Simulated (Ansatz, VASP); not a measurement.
# Al3BiO in VASP and in Ansatz

```
Al Bi O
1.0
     5.02916    0.00000    0.00000
     0.00000    5.02916    0.00000
     0.00000    0.00000    3.66300
Al Bi O
3 1 1
Direct
  0.00000 0.00000 0.00000
  0.00000 0.50000 0.50000
  0.50000 0.00000 0.50000
  0.50000 0.50000 0.00000
  0.00000 0.00000 0.50000
```

Alike in both runs: task relaxation of cell and atoms; functional PBE; k mesh 4 × 4 × 6; occupations gaussian, width 0.1 eV; no spin polarisation.

|  | VASP | Ansatz |
| --- | --- | --- |
| version | VASP 6.6.1 | Ansatz 0.2.0 |
| potentials or method | VASP PAW PBE potentials, release 64 (Al, Bi_d, O), cutoff 600 eV | scalar-relativistic, plane waves, PAW |
| valence electrons in the cell | 30 | 30 |

Ansatz gave:

```
gap on the k mesh at the Fermi level, each at its own relaxed structure (eV) : none
relaxed volume (Å³/atom)                                                     : 19.61
relaxed cell length with the largest relative difference (Å)                 : 3.606
```

Problem. What did VASP give for the same quantities?

Solution. gap on the k mesh at the Fermi level, each at its own relaxed structure (eV): none; relaxed volume (Å³/atom): 19.69; relaxed cell length with the largest relative difference (Å): 3.611.

A gap of «none» marks a metal or a gap that the smearing closes.

Neither program's run includes spin-orbit coupling.
